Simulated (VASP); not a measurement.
# Y3NbO2 (P4/mmm) in VASP: a series of runs, part 2 of 3

VASP 6.6.1.

## (3) Single point, PBE

This run uses another cell than the first one, of 17.00 Å³/atom, 1.033 times its volume.

INCAR

```
SYSTEM = Y3NbO2
PREC     = Accurate       ! precision mode
ENCUT    = 520            ! plane-wave cutoff, eV
EDIFF    = 1E-7           ! SCF threshold, eV
ISMEAR   = 0              ! smearing method
SIGMA    = 0.1            ! smearing width, eV
LREAL    = .FALSE.        ! projectors in reciprocal space
LASPH    = .TRUE.         ! aspherical terms in the spheres
NELM     = 100            ! most SCF steps
ALGO     = Normal         ! electronic algorithm
ISIF     = 2              ! what is computed and relaxed
LWAVE    = .FALSE.        ! write WAVECAR
LCHARG   = .FALSE.        ! write CHGCAR
GGA      = PE             ! functional
NBANDS   = 38             ! bands
```

KPOINTS

```
Automatic mesh
0
G
  6 6 2
  0 0 0
```

POSCAR

```
Y3NbO2
1.0
    3.0200980102      0.0000000000      0.0000000000
    0.0000000000      3.0200980102      0.0000000000
    0.0000000000      0.0000000000     11.1855949169
Y Nb O
3 1 2
Direct
    0.5000000000      0.5000000000      0.2158413539
    0.5000000000      0.5000000000      0.5000000000
    0.5000000000      0.5000000000      0.7841586461
    0.0000000000      0.0000000000      0.0000000000
    0.0000000000      0.0000000000      0.3793464317
    0.0000000000      0.0000000000      0.6206535683
```

Potentials or basis: VASP PAW PBE potentials, release 64 (Y_sv, Nb_sv, O).

On the command line:

```sh
> cat potpaw_PBE.64/Y_sv/POTCAR potpaw_PBE.64/Nb_sv/POTCAR potpaw_PBE.64/O/POTCAR > POTCAR
> mpirun -np 1 vasp_std > vasp.out
```

OUTCAR:

```text
SYSTEM = Y3NbO2
   PREC = Accurate
   ENCUT = 520
   EDIFF = 1E-7
   ISMEAR = 0
   LREAL = .FALSE.
   LASPH = .TRUE.
   NELM = 100
   ISIF = 2
   GGA = PE

 ion  position               nearest neighbor table
   1  0.500  0.500  0.216-   5 2.81   5 2.81   5 2.81   5 2.81   2 3.18   4 3.22   4 3.22   4 3.22
                             4 3.22
   2  0.500  0.500  0.500-   5 2.53   6 2.53   5 2.53   6 2.53   5 2.53   6 2.53   5 2.53   6 2.53
                             1 3.18   3 3.18
   3  0.500  0.500  0.784-   6 2.81   6 2.81   6 2.81   6 2.81   2 3.18   4 3.22   4 3.22   4 3.22
                             4 3.22
   4  0.000  0.000  0.000-   1 3.22   3 3.22   1 3.22   3 3.22   1 3.22   3 3.22   1 3.22   3 3.22

   5  0.000  0.000  0.379-   2 2.53   2 2.53   2 2.53   2 2.53   1 2.81   1 2.81   1 2.81   1 2.81

   6  0.000  0.000  0.621-   2 2.53   2 2.53   2 2.53   2 2.53   3 2.81   3 2.81   3 2.81   3 2.81

  LATTYP: Found a simple tetragonal cell.
 ALAT       =     3.0200980102
 C/A-ratio  =     3.7037191770

  Lattice vectors:

 A1 = (   3.0200980102,   0.0000000000,   0.0000000000)
 A2 = (   0.0000000000,   3.0200980102,   0.0000000000)
 A3 = (   0.0000000000,   0.0000000000,  11.1855949169)

Analysis of symmetry for initial positions (statically):
=====================================================================
 Subroutine PRICEL returns:
 Original cell was already a primitive cell.

 Routine SETGRP: Setting up the symmetry group for a
 simple tetragonal supercell.

 Subroutine GETGRP returns: Found 16 space group operations
 (whereof 16 operations were pure point group operations)
 out of a pool of 16 trial point group operations.

The static configuration has the point symmetry D_4h.

Analysis of symmetry for dynamics (positions and initial velocities):
=====================================================================
 Subroutine PRICEL returns:
 Original cell was already a primitive cell.

 Routine SETGRP: Setting up the symmetry group for a
 simple tetragonal supercell.

 Subroutine GETGRP returns: Found 16 space group operations
 (whereof 16 operations were pure point group operations)
 out of a pool of 16 trial point group operations.

The dynamic configuration has the point symmetry D_4h.

 Subroutine INISYM returns: Found 16 space group operations
 (whereof 16 operations are pure point group operations),
 and found     1 'primitive' translations

----------------------------------------------------------------------------------------

                                     Primitive cell

  volume of cell :     102.0237

  direct lattice vectors                    reciprocal lattice vectors
     3.020098010  0.000000000  0.000000000     0.331115082  0.000000000  0.000000000
     0.000000000  3.020098010  0.000000000     0.000000000  0.331115082  0.000000000
     0.000000000  0.000000000 11.185594917     0.000000000  0.000000000  0.089400699

  length of vectors
     3.020098010  3.020098010 11.185594917     0.331115082  0.331115082  0.089400699

  position of ions in fractional coordinates (direct lattice)
     0.500000000  0.500000000  0.215841354
[... 38 lines left out ...]

 Found     20 irreducible k-points:

 Following reciprocal coordinates:
            Coordinates               Weight
  0.000000  0.000000  0.000000      1.000000
  0.166667  0.000000  0.000000      4.000000
  0.333333  0.000000  0.000000      4.000000
  0.500000  0.000000  0.000000      2.000000
  0.166667  0.166667  0.000000      4.000000
  0.333333  0.166667  0.000000      8.000000
[... 12 lines left out ...]
  0.500000  0.333333  0.500000      4.000000
  0.500000  0.500000  0.500000      1.000000
   k-points           NKPTS =     20   k-points in BZ     NKDIM =     20   number of bands    NBANDS=     38
   number of dos      NEDOS =    301   number of ions     NIONS =      6
   total plane-waves  NPLWV =  48384
   dimension x,y,z NGX =    24 NGY =   24 NGZ =   84
   dimension x,y,z NGXF=    48 NGYF=   48 NGZF=  168
   ions per type =               3   1   2
   NGX,Y,Z   is equivalent  to a cutoff of  13.21, 13.21, 12.48 a.u.
   NGXF,Y,Z  is equivalent  to a cutoff of  26.42, 26.42, 24.97 a.u.
 SYSTEM =  Y3NbO2
   PREC   = accura    normal or accurate (medium, high low for compatibility)
   ISTART =      0    job   : 0-new  1-cont  2-samecut
   ICHARG =      2    charge: 1-file 2-atom 10-const
   ISPIN  =      1    spin polarized calculation?
   LNONCOLLINEAR =      F non collinear calculations
   LSORBIT =      F    spin-orbit coupling
   LASPH  =      T    aspherical Exc in radial PAW
   ENCUT  =  520.0 eV  38.22 Ry    6.18 a.u.   5.62  5.62 20.80*2*pi/ulx,y,z
   NELM   =    100;   NELMIN=  2; NELMDL= -5     # of ELM steps
   EDIFF  = 0.1E-06   stopping-criterion for ELM
   LREAL  =      F    real-space projection
   EDIFFG = 0.1E-05   stopping-criterion for IOM
   NSW    =      0    number of steps for IOM
   IBRION =     -1    ionic relax: 0-MD 1-quasi-New 2-CG
   NFREE  =      0    steps in history (QN), initial steepest desc. (CG)
   ISIF   =      2    stress and relaxation
   ISYM   =      2    0-nonsym 1-usesym 2-fastsym
   POTIM  = 0.5000    time-step for ionic-motion
   TEBEG  =    0.0;   TEEND  =   0.0 temperature during run
   PSTRESS=    0.0 pullay stress
   NELECT =      58.0000    total number of electrons
   NUPDOWN=      -1.0000    fix difference up-down
   EMIN   =  10.00;   EMAX   =-10.00  energy-range for DOS
   EFERMI =   0.00;   METHOD = LEGACY
   ISMEAR =     0;   SIGMA  =   0.10  broadening in eV -4-tet -1-fermi 0-gaus
   EFERMI_NEDOS =   21; number of points for ismear=-14 and -15
   IALGO  =     38    algorithm
   IMIX   =      4    mixing-type and parameters
     AMIX     =   0.40;   BMIX     =  1.00
     AMIX_MAG =   1.60;   BMIX_MAG =  1.00
  volume/ion in A,a.u.               =      17.00       114.75
  Fermi-wavevector in a.u.,A,eV,Ry     =   1.356179  2.562807 25.024138  1.839222
  Thomas-Fermi vector in A             =   2.483204
   LORBIT       =      0    0 simple, 1 ext, 2 COOP (PROOUT), +10 PAW based schemes
   GGA     = PE    functional components
   LHFCALC =     F    Hartree Fock is set to
   AEXX    =    0.0000 exact exchange contribution
   IVDW    =     0    specifies the selected vdW correction
   LEPSILON=     F    determine dielectric tensor
   LRPA    =     F    only Hartree local field effects (RPA)
 non-spin polarized calculation
 Gauss-broadening in eV      SIGMA  =   0.10
  energy-cutoff  :      520.00
  volume of cell :      102.02
 maximum number of plane-waves:      2767
 NGX is ok and might be reduce to    24
   NGX = 11   NGY = 11   NGZ = 41

 number of electron      58.0000009 magnetization

 Free energy of the ion-electron system (eV)
  ---------------------------------------------------
  ext. energy  EPLUGINS =         0.00000000
  ---------------------------------------------------
  free energy    TOTEN  =       -47.17198230 eV

  energy without entropy =      -47.14280755  energy(sigma->0) =      -47.15739493

 E-fermi :   6.4757     XC(G=0): -11.2836

 val. band max:        6.4506717322   @ k =   0.1667   0.0000   0.0000
 cond. band min:       6.5046045313   @ k =   0.1667   0.1667   0.5000
 fundamental gap:      0.0539327991
 Fermi energy:         6.4756729540

 k-point     1 :       0.0000    0.0000    0.0000
  band No.  band energies     occupation
      1     -47.9814      2.00000
      2     -36.9592      2.00000
      3     -36.2056      2.00000
      4     -36.2024      2.00000
      5     -24.0137      2.00000
      6     -23.7505      2.00000
[... 809 lines left out ...]
     37      10.6237      0.00000
     38      11.0468      0.00000

------------------------ aborting loop because EDIFF is reached ----------------------------------------

  FORCE on cell =-STRESS in cart. coord.  units (eV):
  Direction    XX          YY          ZZ          XY          YZ          ZX
  --------------------------------------------------------------------------------------
  -------------------------------------------------------------------------------------
  Total       -0.1009625     -0.1009625     -0.0647863      0.0000000      0.0000000      0.0000000
  in kB       -1.5855114     -1.5855114     -1.0174013      0.0000000      0.0000000      0.0000000
  external PRESSURE =      -1.3961414 kB  Pullay stress =       0.0000000 kB

 VOLUME and BASIS-vectors are now :
 -----------------------------------------------------------------------------
  energy-cutoff  :      520.00
  volume of cell :      102.02
      direct lattice vectors                 reciprocal lattice vectors
     3.020098010  0.000000000  0.000000000     0.331115082  0.000000000  0.000000000
     0.000000000  3.020098010  0.000000000     0.000000000  0.331115082  0.000000000
     0.000000000  0.000000000 11.185594917     0.000000000  0.000000000  0.089400699

 POSITION                                       TOTAL-FORCE (eV/Angst)
 -----------------------------------------------------------------------------------
      1.51005      1.51005      2.41431        -0.000000      0.000000     -0.022151
      1.51005      1.51005      5.59280         0.000000     -0.000000     -0.000000
      1.51005      1.51005      8.77128         0.000000     -0.000000      0.022151
      0.00000      0.00000      0.00000         0.000000     -0.000000     -0.000000
      0.00000      0.00000      4.24322        -0.000000      0.000000      0.001999
      0.00000      0.00000      6.94238        -0.000000      0.000000     -0.001999
 -----------------------------------------------------------------------------------
    total drift:                                0.000000     -0.000000      0.000000

  FREE ENERGIE OF THE ION-ELECTRON SYSTEM (eV)
  ---------------------------------------------------
  free  energy   TOTEN  =       -47.1719823022 eV

  energy  without entropy=      -47.1428075497  energy(sigma->0) =      -47.15739493
```

Wall time 96 s (1 thread of Intel Xeon 6975P-C, shared host); peak memory 0.26 GiB.

What came out:

| Property | Result |
| --- | --- |
| Free energy | -47.1720 eV |
| Pressure | -0.1 GPa |
| Largest force | 0.022 eV/Å |
| Band gap on the k mesh | zero (band 29 reaches 6.69 eV, above the bottom of band 30 at 5.78 eV) |

Forces on the atoms (eV/Å):
```
Y    0.000  0.000 -0.022
Y    0.000  0.000  0.000
Y    0.000  0.000  0.022
Nb   0.000  0.000  0.000
O    0.000  0.000  0.002
O    0.000  0.000 -0.002
```

(Part 2 of 3 ends here.)
